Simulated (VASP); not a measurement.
# C (Imma) in VASP: notebook

Runs on C. Level: r2SCAN. Tasks: single point.

Program: VASP 6.6.1. These are calculated values, not measurements. Logs are shortened: lines on timing, memory, paths and dates and some standing lists are left out, and cuts for length are marked.

### 1 The cell of the first run

The structure is orthorhombic, space group Imma (No. 74). The conventional cell has a = 2.492 Å, b = 2.543 Å, c = 3.560 Å, α = 90.00°, β = 90.00°, γ = 90.00°. C (site symmetry mm2) has 4 C at 1.53 to 1.55 Å within 2.0 Å.

### 2 Single point, r2SCAN (strain -0.0200 x Voigt [0, 0, 0, 1, 0, 0])

The input, POSCAR:

```
C
1.0
    0.0000000000      1.7623402906      1.7623402906
    1.7801417077     -0.0178014171      1.7801417077
    1.7801417077      1.7801417077     -0.0178014171
C
2
Direct
    0.5000000000      0.5000000000      0.5000000000
    0.7500000000      0.7500000000      0.7500000000
```

The input, INCAR.step1:

```
SYSTEM = C
ALGO = Normal
EDIFF = 1E-4
ENCUT = 520
GGA = PE
ISMEAR = 0
LASPH = .TRUE.
LCHARG = .FALSE.
LREAL = .FALSE.
LWAVE = .TRUE.
NBANDS = 11
NELM = 100
PREC = Accurate
SIGMA = 0.05
```

The input, INCAR.step2:

```
SYSTEM = C
ALGO = Normal
EDIFF = 1E-6
ENCUT = 520
ISIF = 2
ISMEAR = 0
ISTART = 1
LASPH = .TRUE.
LCHARG = .FALSE.
LMIXTAU = .TRUE.
LREAL = .FALSE.
LWAVE = .FALSE.
METAGGA = R2SCAN
NBANDS = 11
NELM = 100
PREC = Accurate
SIGMA = 0.05
```

The input, KPOINTS:

```
k-points
0
G
  12 12 12
  0 0 0
```

Potentials or basis: VASP PAW PBE potentials, release 64 (C).

Run with:

```
cat potpaw_PBE.64/C/POTCAR > POTCAR
cp INCAR.step1 INCAR
mpirun -np 1 vasp_std > vasp.out
cp INCAR.step2 INCAR
mpirun -np 1 vasp_std > vasp.out
```

OUTCAR:

```text
SYSTEM = C
   EDIFF = 1E-6
   ENCUT = 520
   ISIF = 2
   ISMEAR = 0
   ISTART = 1
   LASPH = .TRUE.
   LREAL = .FALSE.
   METAGGA = R2SCAN
   NELM = 100
   PREC = Accurate

 ion  position               nearest neighbor table
   1  0.500  0.500  0.500-   2 1.53   2 1.53   2 1.55   2 1.55
   2  0.750  0.750  0.750-   1 1.53   1 1.53   1 1.55   1 1.55

  LATTYP: Found a body centered orthorhombic cell.
 ALAT       =     2.4923255405
 B/A-ratio  =     1.0202020202
 C/A-ratio  =     1.4284985479

  Lattice vectors:

 A1 = (  -1.7801417077,   0.0178014171,  -1.7801417077)
 A2 = (  -1.7801417077,  -0.0178014171,   1.7801417077)
 A3 = (   1.7801417077,   1.7801417077,  -0.0178014171)

Analysis of symmetry for initial positions (statically):
=====================================================================
 Subroutine PRICEL returns:
 Original cell was already a primitive cell.

 Routine SETGRP: Setting up the symmetry group for a
 body centered orthorhombic supercell.

 Subroutine GETGRP returns: Found  8 space group operations
 (whereof  4 operations were pure point group operations)
 out of a pool of  8 trial point group operations.

The static configuration has the point symmetry C_2v.
 The point group associated with its full space group is D_2h.

Analysis of symmetry for dynamics (positions and initial velocities):
=====================================================================
 Subroutine PRICEL returns:
 Original cell was already a primitive cell.

 Routine SETGRP: Setting up the symmetry group for a
 body centered orthorhombic supercell.

 Subroutine GETGRP returns: Found  8 space group operations
 (whereof  4 operations were pure point group operations)
 out of a pool of  8 trial point group operations.

The dynamic configuration has the point symmetry C_2v.
 The point group associated with its full space group is D_2h.

 Subroutine INISYM returns: Found  8 space group operations
 (whereof  4 operations are pure point group operations),
 and found     1 'primitive' translations

----------------------------------------------------------------------------------------

                                     Primitive cell

  volume of cell :      11.2811

  direct lattice vectors                    reciprocal lattice vectors
     0.000000000  1.762340291  1.762340291    -0.280876516  0.283713652  0.283713652
[... 92 lines left out ...]
   ISIF   =      2    stress and relaxation
   ISYM   =      2    0-nonsym 1-usesym 2-fastsym
   POTIM  = 0.5000    time-step for ionic-motion
   TEBEG  =    0.0;   TEEND  =   0.0 temperature during run
   PSTRESS=    0.0 pullay stress
   NELECT =       8.0000    total number of electrons
   NUPDOWN=      -1.0000    fix difference up-down
   EMIN   =  10.00;   EMAX   =-10.00  energy-range for DOS
   EFERMI =   0.00;   METHOD = LEGACY
   ISMEAR =     0;   SIGMA  =   0.05  broadening in eV -4-tet -1-fermi 0-gaus
   EFERMI_NEDOS =   21; number of points for ismear=-14 and -15
   IALGO  =     38    algorithm
   IMIX   =      4    mixing-type and parameters
     AMIX     =   0.40;   BMIX     =  1.00
     AMIX_MAG =   1.60;   BMIX_MAG =  1.00
  volume/ion in A,a.u.               =       5.64        38.06
  Fermi-wavevector in a.u.,A,eV,Ry     =   1.459894  2.758800 28.997977  2.131291
  Thomas-Fermi vector in A             =   2.576408
   LORBIT       =      0    0 simple, 1 ext, 2 COOP (PROOUT), +10 PAW based schemes
   METAGGA = R2SCAN    functional components
   LHFCALC =     F    Hartree Fock is set to
   AEXX    =    0.0000 exact exchange contribution
   IVDW    =     0    specifies the selected vdW correction
   LEPSILON=     F    determine dielectric tensor
   LRPA    =     F    only Hartree local field effects (RPA)
 non-spin polarized calculation
 Gauss-broadening in eV      SIGMA  =   0.05
  energy-cutoff  :      520.00
  volume of cell :       11.28
 maximum number of plane-waves:       315
   NGX =  9   NGY =  9   NGZ =  9

 number of electron       7.9999999 magnetization

 Free energy of the ion-electron system (eV)
  ---------------------------------------------------
  ext. energy  EPLUGINS =         0.00000000
  ---------------------------------------------------
  free energy    TOTEN  =       -19.64884622 eV

  energy without entropy =      -19.64884622  energy(sigma->0) =      -19.64884622

 E-fermi :  10.1725     XC(G=0): -14.2882

 val. band max:        9.7961698465   @ k =   0.0000   0.0000   0.0000
 cond. band min:      14.1204255995   @ k =   0.0000   0.3333   0.3333
 fundamental gap:      4.3242557530
 Fermi energy:        10.1724893671

 k-point     1 :       0.0000    0.0000    0.0000
  band No.  band energies     occupation
      1     -12.9801      2.00000
      2       9.7856      2.00000
      3       9.7948      2.00000
      4       9.7962      2.00000
      5      15.3330      0.00000
      6      15.6197      0.00000
      7      15.9595      0.00000
      8      23.7752      0.00000
      9      30.2709      0.00000
     10      37.2435      0.00000
     11      37.2551      0.00000
[... 309 lines left out ...]
 k-point    24 :       0.3333    0.1667   -0.0000
  band No.  band energies     occupation
      1     -10.0307      2.00000
      2       2.1119      2.00000
      3       5.6585      2.00000
      4       6.1391      2.00000
      5      16.0462      0.00000
      6      20.8809      0.00000
      7      21.3211      0.00000
      8      22.1901      0.00000
      9      31.9523      0.00000
     10      32.8754      0.00000
     11      37.9446      0.00000

 [... further k-points ...]

------------------------ aborting loop because EDIFF is reached ----------------------------------------

  FORCE on cell =-STRESS in cart. coord.  units (eV):
  Direction    XX          YY          ZZ          XY          YZ          ZX
  --------------------------------------------------------------------------------------
  -------------------------------------------------------------------------------------
  Total        0.0824908      0.1006477      0.1006477      0.0000000      0.8348998      0.0000000
  in kB       11.7156377     14.2943363     14.2943363      0.0000000    118.5754072      0.0000000
  external PRESSURE =      13.4347701 kB  Pullay stress =       0.0000000 kB

 VOLUME and BASIS-vectors are now :
 -----------------------------------------------------------------------------
  energy-cutoff  :      520.00
  volume of cell :       11.28
      direct lattice vectors                 reciprocal lattice vectors
     0.000000000  1.762340291  1.762340291    -0.280876516  0.283713652  0.283713652
     1.780141708 -0.017801417  1.780141708     0.280876516 -0.278095560  0.278095560
     1.780141708  1.780141708 -0.017801417     0.280876516  0.278095560 -0.278095560

 POSITION                                       TOTAL-FORCE (eV/Angst)
 -----------------------------------------------------------------------------------
      1.78014      1.76234      1.76234        -0.051533      0.000000      0.000000
      2.67021      2.64351      2.64351         0.051533     -0.000000     -0.000000
 -----------------------------------------------------------------------------------
    total drift:                                0.000000     -0.000000      0.000000

  FREE ENERGIE OF THE ION-ELECTRON SYSTEM (eV)
  ---------------------------------------------------
  free  energy   TOTEN  =       -19.6488462242 eV

  energy  without entropy=      -19.6488462242  energy(sigma->0) =      -19.64884622
```

OUTCAR.step1:

```text
SYSTEM = C
   EDIFF = 1E-4
   ENCUT = 520
   GGA = PE
   ISMEAR = 0
   LASPH = .TRUE.
[... 560 lines left out ...]
 -----------------------------------------------------------------------------------
      1.78014      1.76234      1.76234        -0.069956      0.000000      0.000000
      2.67021      2.64351      2.64351         0.069956     -0.000000     -0.000000
 -----------------------------------------------------------------------------------
    total drift:                                0.000000     -0.000000      0.000000

  FREE ENERGIE OF THE ION-ELECTRON SYSTEM (eV)
  ---------------------------------------------------
  free  energy   TOTEN  =       -18.1755549074 eV

  energy  without entropy=      -18.1755549074  energy(sigma->0) =      -18.17555491
```

It took 52 s on 1 thread of Intel Xeon 6975P-C (Granite Rapids), shared host; peak memory 0.14 GiB.

What came out:

| Item | Value |
| --- | --- |
| Free energy | -19.6488 eV |
| Pressure | 1.3 GPa |
| Largest force | 0.052 eV/Å |
| Band gap on the k mesh | 4.32 eV, indirect (least direct gap 5.54 eV) |

Forces on the atoms (eV/Å):
```
C   -0.052  0.000  0.000
C    0.052  0.000  0.000
```

Stress tensor (GPa, compression positive):
```
 1.17  0.00  0.00
 0.00  1.43 11.86
 0.00 11.86  1.43
```

Caveat: the cell differs from its parent crystal (strain -0.0200 x Voigt [0, 0, 0, 1, 0, 0]); the PAW data sets were made with another functional, which shifts forces and pressure a little.

### 3 Single point, r2SCAN (strain +0.0150 x Voigt [0, 0, 0, 1, 0, 0])

The input, POSCAR:

```
C
1.0
    0.0000000000      1.7934927705      1.7934927705
    1.7801417077      0.0133510628      1.7801417077
    1.7801417077      1.7801417077      0.0133510628
C
2
Direct
    0.5000000000      0.5000000000      0.5000000000
    0.7500000000      0.7500000000      0.7500000000
```

The input, INCAR.step1:

```
PREC = Accurate ; ENCUT = 520
ISMEAR = 0 ; SIGMA = 0.05
LREAL = F ; LASPH = T
NELM = 60 ; NBANDS = 11
GGA = PE ; ALGO = Normal
EDIFF = 1E-4 ; LWAVE = T
LCHARG = F
```

The input, INCAR.step2:

```
PREC = Accurate ; ENCUT = 520
EDIFF = 1E-6 ; ISMEAR = 0
SIGMA = 0.05 ; LREAL = F
LASPH = T ; NELM = 60
ALGO = Normal ; ISIF = 2
LWAVE = F ; LCHARG = F
METAGGA = R2SCAN ; LMIXTAU = T
NBANDS = 11 ; ISTART = 1
```

The input, KPOINTS:

```
regular mesh
0
Gamma
  12 12 12
```

Potentials or basis: VASP PAW PBE potentials, release 64 (C).

Run with:

```
cat potpaw_PBE.64/C/POTCAR > POTCAR
cp INCAR.step1 INCAR
mpirun -np 1 vasp_std > vasp.out
cp INCAR.step2 INCAR
mpirun -np 1 vasp_std > vasp.out
```

OUTCAR:

```text
PREC = Accurate
   ENCUT = 520
   EDIFF = 1E-6
   ISMEAR = 0
   LREAL = F
   LASPH = T
   NELM = 60
   ISIF = 2
   METAGGA = R2SCAN
   ISTART = 1

 ion  position               nearest neighbor table
   1  0.500  0.500  0.500-   2 1.53   2 1.53   2 1.55   2 1.55
   2  0.750  0.750  0.750-   1 1.53   1 1.53   1 1.55   1 1.55

  LATTYP: Found a body centered orthorhombic cell.
 ALAT       =     2.4986192919
 B/A-ratio  =     1.0151133501
 C/A-ratio  =     1.4249003147

  Lattice vectors:

 A1 = (  -1.7801417077,   1.7801417077,   0.0133510628)
 A2 = (  -1.7801417077,  -1.7801417077,  -0.0133510628)
 A3 = (   1.7801417077,   0.0133510628,   1.7801417077)

Analysis of symmetry for initial positions (statically):
=====================================================================
 Subroutine PRICEL returns:
 Original cell was already a primitive cell.

 Routine SETGRP: Setting up the symmetry group for a
 body centered orthorhombic supercell.

 Subroutine GETGRP returns: Found  8 space group operations
 (whereof  4 operations were pure point group operations)
[... 167 lines left out ...]

 val. band max:        9.7944584676   @ k =   0.0000   0.0000   0.0000
 cond. band min:      14.1320652044   @ k =   0.0000   0.3333   0.3333
 fundamental gap:      4.3376067368
 Fermi energy:        10.1701806583

 k-point     1 :       0.0000    0.0000    0.0000
  band No.  band energies     occupation
      1     -12.9796      2.00000
      2       9.7884      2.00000
      3       9.7935      2.00000
      4       9.7945      2.00000
      5      15.4097      0.00000
      6      15.6297      0.00000
      7      15.8795      0.00000
      8      23.7601      0.00000
      9      30.2664      0.00000
     10      37.2422      0.00000
     11      37.2487      0.00000
[... 309 lines left out ...]
 k-point    24 :       0.3333    0.1667   -0.0000
  band No.  band energies     occupation
      1     -10.0939      2.00000
      2       2.0581      2.00000
      3       5.7381      2.00000
      4       6.1065      2.00000
      5      16.1573      0.00000
      6      21.2404      0.00000
      7      21.3918      0.00000
      8      22.2924      0.00000
      9      31.7720      0.00000
     10      32.8355      0.00000
     11      38.0327      0.00000

 [... further k-points ...]
[... 5 lines left out ...]
  --------------------------------------------------------------------------------------
  -------------------------------------------------------------------------------------
  Total        0.0805287      0.0907811      0.0907811     -0.0000000     -0.6261139      0.0000000
  in kB       11.4364728     12.8924878     12.8924878     -0.0000000    -88.9190202      0.0000000
  external PRESSURE =      12.4071495 kB  Pullay stress =       0.0000000 kB

 VOLUME and BASIS-vectors are now :
 -----------------------------------------------------------------------------
  energy-cutoff  :      520.00
  volume of cell :       11.28
      direct lattice vectors                 reciprocal lattice vectors
     0.000000000  1.793492771  1.793492771    -0.280876516  0.278785623  0.278785623
     1.780141708  0.013351063  1.780141708     0.280876516 -0.282999008  0.282999008
     1.780141708  1.780141708  0.013351063     0.280876516  0.282999008 -0.282999008

 POSITION                                       TOTAL-FORCE (eV/Angst)
 -----------------------------------------------------------------------------------
      1.78014      1.79349      1.79349         0.038608     -0.000000     -0.000000
      2.67021      2.69024      2.69024        -0.038608      0.000000      0.000000
 -----------------------------------------------------------------------------------
    total drift:                                0.000000     -0.000000      0.000000

  FREE ENERGIE OF THE ION-ELECTRON SYSTEM (eV)
  ---------------------------------------------------
  free  energy   TOTEN  =       -19.6525044632 eV

  energy  without entropy=      -19.6525044632  energy(sigma->0) =      -19.65250446
```

OUTCAR.step1:

```text
PREC = Accurate
   ENCUT = 520
   ISMEAR = 0
   LREAL = F
   LASPH = T
[... 560 lines left out ...]
 -----------------------------------------------------------------------------------
      1.78014      1.79349      1.79349         0.052432     -0.000000     -0.000000
      2.67021      2.69024      2.69024        -0.052432      0.000000      0.000000
 -----------------------------------------------------------------------------------
    total drift:                                0.000000     -0.000000      0.000000

  FREE ENERGIE OF THE ION-ELECTRON SYSTEM (eV)
  ---------------------------------------------------
  free  energy   TOTEN  =       -18.1791329466 eV

  energy  without entropy=      -18.1791329466  energy(sigma->0) =      -18.17913295
```

OSZICAR.step1:

```text
N       E                     dE             d eps       ncg     rms          rms(c)
DAV:   1     0.780886195388E+00    0.78089E+00   -0.47716E+03  6553   0.699E+02
DAV:   2    -0.184917246353E+02   -0.19273E+02   -0.18779E+02  7887   0.128E+02
DAV:   3    -0.188289297313E+02   -0.33721E+00   -0.33643E+00  7223   0.129E+01
DAV:   4    -0.188294548444E+02   -0.52511E-03   -0.52510E-03  6632   0.642E-01
DAV:   5    -0.188294554390E+02   -0.59453E-06   -0.59477E-06  7012   0.203E-02    0.560E+00
DAV:   6    -0.183414410356E+02    0.48801E+00   -0.25490E-01  6298   0.356E+00    0.335E+00
DAV:   7    -0.181772622740E+02    0.16418E+00   -0.31181E-01  6643   0.399E+00    0.767E-01
DAV:   8    -0.181790928930E+02   -0.18306E-02   -0.87319E-03  6502   0.700E-01    0.437E-02
DAV:   9    -0.181791329466E+02   -0.40054E-04   -0.60996E-05  6887   0.633E-02
   1 F= -.18179133E+02 E0= -.18179133E+02  d E =-.229513E-18
```

It took 45 s on 1 thread of Intel Xeon 6975P-C (Granite Rapids), shared host; peak memory 0.13 GiB.

What came out:

```
Free energy            : -19.6525 eV
Pressure               : 1.2 GPa
Largest force          : 0.039 eV/Å
Band gap on the k mesh : 4.34 eV, indirect (least direct gap 5.62 eV)
```

Forces in eV/Å, atoms in the order of the input:
```
C    0.039  0.000  0.000
C   -0.039  0.000  0.000
```

Stress tensor (GPa, compression positive):
```
 1.14  0.00  0.00
 0.00  1.29 -8.89
 0.00 -8.89  1.29
```

Caveat: the cell differs from its parent crystal (strain +0.0150 x Voigt [0, 0, 0, 1, 0, 0]); the PAW data sets were made with another functional, which shifts forces and pressure a little.

[end of part 1 of 2]
